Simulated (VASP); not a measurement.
Here is a VASP 6.6.1 calculation.

The input INCAR:

```
SYSTEM = Si
PREC = Accurate ; ENCUT = 520
EDIFF = 1E-7 ; ISMEAR = 0
SIGMA = 0.1 ; LREAL = .FALSE.
LASPH = .TRUE. ; NELM = 100
ALGO = Normal ; ISIF = 2
LWAVE = .FALSE. ; LCHARG = .FALSE.
LDIPOL = .TRUE. ; IDIPOL = 3
DIPOL = 0.5 0.5 0.293 ; GGA = PE
NBANDS = 13
```

The input KPOINTS:

```
regular mesh
0
G
  6 6 1
  0 0 0
```

File POSCAR:

```
Si
1.0
    2.4931157879      0.0000000000      0.0000000000
    0.0000000000      2.4931157879      0.0000000000
    0.0000000000      0.0000000000     32.0331605600
Si
3
Direct
    0.5000000000      0.5000000000      0.3709775301
    0.5000000000      0.5000000000      0.2932615646
    0.5000000000      0.5000000000      0.2155464805
```

Potentials or basis: VASP PAW PBE potentials, release 64 (Si).

Command:

```console
$ cat potpaw_PBE.64/Si/POTCAR > POTCAR
$ mpirun -np 1 vasp_std > vasp.out
```

Problem. What does it give for the band gap on the k mesh?

Solution. Zero (bands 6 and 7 overlap by 3.45 eV).

Problem. What does it give for the largest force?

Solution. 0.009 eV/Å.

Forces in eV/Å, atoms in the order of the input:
```
Si   0.000  0.000 -0.009
Si   0.000  0.000  0.000
Si   0.000  0.000  0.009
```

Caveat: the k points lie up to 0.42 Å⁻¹ apart, too coarse for converged energies and pressures of a metal.
